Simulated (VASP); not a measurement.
# ZnGeP2 (I-42d) in VASP: relaxation of cell and atoms with PBEsol

Aim: the relaxation of cell and atoms of ZnGeP2 with PBEsol.

Program: VASP 6.6.1. These are calculated values, not measurements. Logs are shortened: lines on timing, memory, paths and dates and some standing lists are left out, and cuts for length are marked.

**1. The cell of the first run**

The structure is tetragonal, space group I-42d (No. 122). Conventional cell: a = 5.500 Å, b = 5.500 Å, c = 10.843 Å, α = 90.00°, β = 90.00°, γ = 90.00°. Within 3.1 Å of Zn (site symmetry -4) lie 4 P at 2.38 Å. Ge (site symmetry -4) has 4 P at 2.36 Å within 3.1 Å. P (site symmetry 2) has 2 Ge at 2.36 Å and 2 Zn at 2.38 Å within 3.1 Å.

**2. Relaxation of cell and atoms, PBEsol**

Input file INCAR:

```
SYSTEM = ZnGeP2
ALGO = Normal ; EDIFF = 1E-7
EDIFFG = -0.005 ; ENCUT = 500
GGA = PS ; GGA_COMPAT = .False.
IBRION = 2 ; ISIF = 3
ISMEAR = -1 ; LASPH = .True.
LCHARG = .False. ; LREAL = .False.
LWAVE = .False. ; NELM = 120
NELMIN = 4 ; NSW = 80
PREC = Accurate ; SIGMA = 0.02
```

Input file KPOINTS:

```
k-points
0
Gamma
  6 6 6
  0 0 0
```

Input file POSCAR:

```
ZnGeP2
1.0
   -2.7499553847      2.7499553847      5.4216678550
    2.7499553847     -2.7499553847      5.4216678550
    2.7499553847      2.7499553847     -5.4216678550
Zn Ge P
2 2 4
Direct
    0.7500000000      0.2500000000      0.5000000000
    0.0000000000      0.0000000000      0.0000000000
    0.2500000000      0.7500000000      0.5000000000
    0.5000000000      0.5000000000      0.0000000000
    0.1283570628      0.6250000000      0.0033570628
    0.8750000000      0.8716429372      0.4966429372
    0.3750000000      0.3783570628      0.5033570628
    0.6216429372      0.1250000000      0.9966429372
```

Potentials or basis: VASP PAW PBE potentials, release 64 (Zn, Ge_d, P).

Command:

```bash
cat potpaw_PBE.64/Zn/POTCAR potpaw_PBE.64/Ge_d/POTCAR potpaw_PBE.64/P/POTCAR > POTCAR
mpirun -np 1 vasp_std > vasp.out
```

OUTCAR:

```text
SYSTEM = ZnGeP2
   EDIFF = 1E-7
   EDIFFG = -0.005
   ENCUT = 500
   GGA = PS
   IBRION = 2
   ISIF = 3
   ISMEAR = -1
   LASPH = .True.
   LREAL = .False.
   NELM = 120
   NELMIN = 4
   NSW = 80
   PREC = Accurate

 ion  position               nearest neighbor table
   1  0.750  0.250  0.500-   6 2.38   7 2.38   8 2.38   5 2.38
   2  0.000  0.000  0.000-   5 2.38   8 2.38   6 2.38   7 2.38
   3  0.250  0.750  0.500-   5 2.36   6 2.36   7 2.36   8 2.36
   4  0.500  0.500  0.000-   5 2.36   6 2.36   7 2.36   8 2.36
   5  0.128  0.625  0.003-   3 2.36   4 2.36   2 2.38   1 2.38
   6  0.875  0.872  0.497-   3 2.36   4 2.36   2 2.38   1 2.38
   7  0.375  0.378  0.503-   3 2.36   4 2.36   1 2.38   2 2.38
   8  0.622  0.125  0.997-   3 2.36   4 2.36   1 2.38   2 2.38

  LATTYP: Found a body centered tetragonal cell.
 ALAT       =     5.4999107694
 C/A-ratio  =     1.9715475695

  Lattice vectors:

 A1 = (  -2.7499553847,   2.7499553847,   5.4216678550)
 A2 = (   2.7499553847,  -2.7499553847,   5.4216678550)
 A3 = (   2.7499553847,   2.7499553847,  -5.4216678550)

Analysis of symmetry for initial positions (statically):
=====================================================================
 Subroutine PRICEL returns:
 Original cell was already a primitive cell.

 Routine SETGRP: Setting up the symmetry group for a
 body centered tetragonal supercell.

 Subroutine GETGRP returns: Found  8 space group operations
 (whereof  4 operations were pure point group operations)
 out of a pool of 16 trial point group operations.

The static configuration has the point symmetry S_4 .
 The point group associated with its full space group is D_2d.

Analysis of symmetry for dynamics (positions and initial velocities):
=====================================================================
 Subroutine PRICEL returns:
 Original cell was already a primitive cell.

 Routine SETGRP: Setting up the symmetry group for a
 body centered tetragonal supercell.

 Subroutine GETGRP returns: Found  8 space group operations
 (whereof  4 operations were pure point group operations)
 out of a pool of 16 trial point group operations.

The dynamic configuration has the point symmetry S_4 .
 The point group associated with its full space group is D_2d.

 Subroutine INISYM returns: Found  8 space group operations
 (whereof  4 operations are pure point group operations),
 and found     1 'primitive' translations

----------------------------------------------------------------------------------------

                                     Primitive cell

  volume of cell :     164.0001

  direct lattice vectors                    reciprocal lattice vectors
    -2.749955385  2.749955385  5.421667855     0.000000000  0.181821132  0.092222544
[... 86 lines left out ...]
   NGX,Y,Z   is equivalent  to a cutoff of  12.46, 12.46, 12.46 a.u.
   NGXF,Y,Z  is equivalent  to a cutoff of  24.92, 24.92, 24.92 a.u.
 SYSTEM =  ZnGeP2
   PREC   = accura    normal or accurate (medium, high low for compatibility)
   ISTART =      0    job   : 0-new  1-cont  2-samecut
   ICHARG =      2    charge: 1-file 2-atom 10-const
   ISPIN  =      1    spin polarized calculation?
   LNONCOLLINEAR =      F non collinear calculations
   LSORBIT =      F    spin-orbit coupling
   LASPH  =      T    aspherical Exc in radial PAW
   ENCUT  =  500.0 eV  36.75 Ry    6.06 a.u.  12.17 12.17 12.17*2*pi/ulx,y,z
   NELM   =    120;   NELMIN=  4; NELMDL= -5     # of ELM steps
   EDIFF  = 0.1E-06   stopping-criterion for ELM
   LREAL  =      F    real-space projection
   EDIFFG = -.5E-02   stopping-criterion for IOM
   NSW    =     80    number of steps for IOM
   IBRION =      2    ionic relax: 0-MD 1-quasi-New 2-CG
   NFREE  =      1    steps in history (QN), initial steepest desc. (CG)
   ISIF   =      3    stress and relaxation
   ISYM   =      2    0-nonsym 1-usesym 2-fastsym
   POTIM  = 0.5000    time-step for ionic-motion
   TEBEG  =    0.0;   TEEND  =   0.0 temperature during run
   PSTRESS=    0.0 pullay stress
   NELECT =      72.0000    total number of electrons
   NUPDOWN=      -1.0000    fix difference up-down
   EMIN   =  10.00;   EMAX   =-10.00  energy-range for DOS
   EFERMI =   0.00;   METHOD = LEGACY
   ISMEAR =    -1;   SIGMA  =   0.02  broadening in eV -4-tet -1-fermi 0-gaus
   EFERMI_NEDOS =   21; number of points for ismear=-14 and -15
   IALGO  =     38    algorithm
   IMIX   =      4    mixing-type and parameters
     AMIX     =   0.40;   BMIX     =  1.00
     AMIX_MAG =   1.60;   BMIX_MAG =  1.00
  volume/ion in A,a.u.               =      20.50       138.34
  Fermi-wavevector in a.u.,A,eV,Ry     =   1.244240  2.351273 21.063641  1.548134
  Thomas-Fermi vector in A             =   2.378516
   LORBIT       =      0    0 simple, 1 ext, 2 COOP (PROOUT), +10 PAW based schemes
   GGA     = PS    functional components
   LHFCALC =     F    Hartree Fock is set to
   AEXX    =    0.0000 exact exchange contribution
   IVDW    =     0    specifies the selected vdW correction
   LEPSILON=     F    determine dielectric tensor
   LRPA    =     F    only Hartree local field effects (RPA)
 conjugate gradient relaxation of ions
 non-spin polarized calculation
  energy-cutoff  :      500.00
  volume of cell :      164.00
 maximum number of plane-waves:      4184
 NGX is ok and might be reduce to    50
   NGX = 25   NGY = 25   NGZ = 25

--------------------------------------- Ionic step        1  -------------------------------------------

 number of electron      72.0000031 magnetization

 Free energy of the ion-electron system (eV)
  ---------------------------------------------------
  ext. energy  EPLUGINS =         0.00000000
  ---------------------------------------------------
  free energy    TOTEN  =       -37.69765221 eV

  energy without entropy =      -37.69765221  energy(sigma->0) =      -37.69765221

 E-fermi :   4.4425     XC(G=0):  -9.9205

 val. band max:        4.0085166027   @ k =   0.0000   0.0000   0.0000
 cond. band min:       5.0881200547   @ k =   0.5000   0.5000   0.0000
 fundamental gap:      1.0796034520
 Fermi energy:         4.4424574065

 k-point     1 :       0.0000    0.0000    0.0000
  band No.  band energies     occupation
      1     -20.7556      2.00000
      2     -20.7540      2.00000
      3     -20.7540      2.00000
      4     -20.7502      2.00000
      5     -20.7446      2.00000
      6     -20.7446      2.00000
[... 1262 lines left out ...]
--------------------------------------- Ionic step        5  -------------------------------------------

 number of electron      71.9999976 magnetization

 Free energy of the ion-electron system (eV)
  ---------------------------------------------------
  ext. energy  EPLUGINS =         0.00000000
  ---------------------------------------------------
  free energy    TOTEN  =       -37.75933146 eV

  energy without entropy =      -37.75933146  energy(sigma->0) =      -37.75933146

 E-fermi :   4.8761     XC(G=0): -10.0990

 val. band max:        4.4037850345   @ k =   0.0000   0.0000   0.0000
 cond. band min:       5.5360834607   @ k =   0.5000   0.5000   0.5000
 fundamental gap:      1.1322984261
 Fermi energy:         4.8761093967

 k-point     1 :       0.0000    0.0000    0.0000
  band No.  band energies     occupation
      1     -20.4105      2.00000
      2     -20.4092      2.00000
      3     -20.4092      2.00000
      4     -20.4042      2.00000
      5     -20.3982      2.00000
      6     -20.3982      2.00000
[... 1130 lines left out ...]
  FREE ENERGIE OF THE ION-ELECTRON SYSTEM (eV)
  ---------------------------------------------------
  free  energy   TOTEN  =       -37.7593314552 eV

  energy  without entropy=      -37.7593314552  energy(sigma->0) =      -37.75933146

 reached required accuracy - stopping structural energy minimisation
```

CONTCAR:

```text
ZnGeP2
   1.00000000000000
    -2.7139140804813633    2.7139140804813633    5.3517378231233872
     2.7139140804813633   -2.7139140804813633    5.3517378231233872
     2.7139140804813633    2.7139140804813633   -5.3517378231233872
  Zn              Ge              P
     2     2     4
Direct
     0.7500000000000000    0.2500000000000000    0.5000000000000000
     0.0000000000000000    0.0000000000000000    0.0000000000000000
     0.2500000000000000    0.7500000000000000    0.5000000000000000
     0.5000000000000000    0.5000000000000000    0.0000000000000000
     0.1272136779940507    0.6250000000000000    0.0022136779940507
     0.8750000000000000    0.8727863220059492    0.4977863220059494
     0.3750000000000000    0.3772136779940506    0.5022136779940508
     0.6227863220059492    0.1250000000000000    0.9977863220059492

  0.00000000E+00  0.00000000E+00  0.00000000E+00
  0.00000000E+00  0.00000000E+00  0.00000000E+00
  0.00000000E+00  0.00000000E+00  0.00000000E+00
  0.00000000E+00  0.00000000E+00  0.00000000E+00
  0.00000000E+00  0.00000000E+00  0.00000000E+00
  0.00000000E+00  0.00000000E+00  0.00000000E+00
  0.00000000E+00  0.00000000E+00  0.00000000E+00
  0.00000000E+00  0.00000000E+00  0.00000000E+00
```

It took 35 min on 1 thread of Oxide Virtual Turin-like, shared host; peak memory 0.44 GiB.

What came out:

```yaml
Free_energy: -37.7593 eV
Relaxed_volume: 19.71 Å³/atom
Relaxed_cell: a = 6.586 Å, b = 6.586 Å, c = 6.586 Å, α = 131.33°, β = 131.33°, γ = 71.29°
Space_group_after_relaxing_to_0.1_Å: I-42d (No. 122)
Energy_gained_by_relaxing: 7.7 meV/atom
Ionic_steps: 5
Pressure_after_relaxing: 0.0 GPa
Band_gap_on_the_k_mesh: 1.13 eV (least direct gap 1.25 eV)
```

Forces on the atoms (eV/Å):
```
Zn   0.000  0.000  0.000
Zn   0.000  0.000  0.000
Ge   0.000  0.000  0.000
Ge   0.000  0.000  0.000
P    0.000 -0.003  0.000
P    0.003  0.000  0.000
P   -0.003  0.000  0.000
P    0.000  0.003  0.000
```

The path:
```csv
step,energy change (eV),largest force (eV/Å),pressure (GPa),volume (Å³)
1,0.0000,0.0124,-3.01,164.00
2,-0.0483,0.0980,1.51,155.04
3,-0.0608,0.0698,0.01,157.74
4,-0.0615,0.0330,0.00,157.70
5,-0.0617,0.0025,0.00,157.67
```

Final structure:
```
Zn Ge P
1.0
    -2.71391    2.71391    5.35174
     2.71391   -2.71391    5.35174
     2.71391    2.71391   -5.35174
Zn Ge P
2 2 4
Direct
  0.75000 0.25000 0.50000
  0.00000 0.00000 0.00000
  0.25000 0.75000 0.50000
  0.50000 0.50000 0.00000
  0.12721 0.62500 0.00221
  0.87500 0.87279 0.49779
  0.37500 0.37721 0.50221
  0.62279 0.12500 0.99779
```

Caveat: the PAW data sets were made with another functional, which shifts forces and pressure a little. A k mesh can miss the band edges.
